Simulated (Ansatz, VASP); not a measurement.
One calculation of Os, two programs

```
Os
1.0
     2.73410    0.00000    0.00000
    -1.36705    2.36780    0.00000
     0.00000    0.00000    4.31970
Os
2
Direct
  0.33333 0.66667 0.25000
  0.66667 0.33333 0.75000
```

Alike in both runs: task electric field gradients; functional PBE; k mesh 15 × 15 × 9; occupations fermi-dirac, width 0.05 eV; no spin polarisation.

|  | VASP | Ansatz |
| --- | --- | --- |
| version | VASP 6.6.1 | Ansatz 0.2.0 |
| potentials or method | VASP PAW PBE potentials, release 64 (Os), cutoff 520 eV | all-electron PAW with datasets made for the crystal, scalar-relativistic |

|  | VASP | Ansatz | Ansatz less VASP |
| --- | --- | --- | --- |
| pressure (GPa) | 8.7 | 8.6 | -0.04 |
| traceless stress, the component that is largest in VASP (GPa) | 0.52 | 0.60 | +0.077 |
| size of Vzz on the site where it differs most (V/Å²) | 79.0 | 59.5 | -19.46 |

Ansatz ran all-electron here, and VASP with PAW potentials.

Neither program's run includes spin-orbit coupling.
